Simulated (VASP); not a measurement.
BaTiO3:

```
Ba Ti O
1.0
     3.97295    0.00000    0.00000
     0.00000    3.97295    0.00000
     0.00000    0.00000    3.99103
Ba Ti O
1 1 3
Direct
  0.00000 0.00000 0.00000
  0.50000 0.50000 0.49000
  0.00000 0.50000 0.51700
  0.50000 0.00000 0.51700
  0.50000 0.50000 0.01900
```

Base run:

```yaml
Program: VASP 6.6.1
Functional: PBE
Dispersion: D3(BJ)
Potentials_or_basis: VASP PAW PBE potentials, release 64 (Ba_sv, Ti_sv, O)
Cutoff: 520 eV
k_mesh: 7 × 7 × 7
Occupations: fermi-dirac, width 0.05 eV
Spin: no spin polarisation
```

Its results: band gap on the k mesh 1.91 eV, indirect (least direct gap 2.09 eV); pressure 4.5 GPa; largest force 0.146 eV/Å.

Q: The run is repeated on the same cell with these changes: functional from PBE to RPBE. What comes out?

A: Band gap on the k mesh 1.95 eV, indirect (least direct gap 2.13 eV); pressure -14.4 GPa; largest force 0.121 eV/Å.

Caveats: spin-orbit coupling is left out, which moves the levels of the heavy elements; the PAW data sets were made with another functional, which shifts forces and pressure a little (some runs).

A k mesh can miss the band edges.
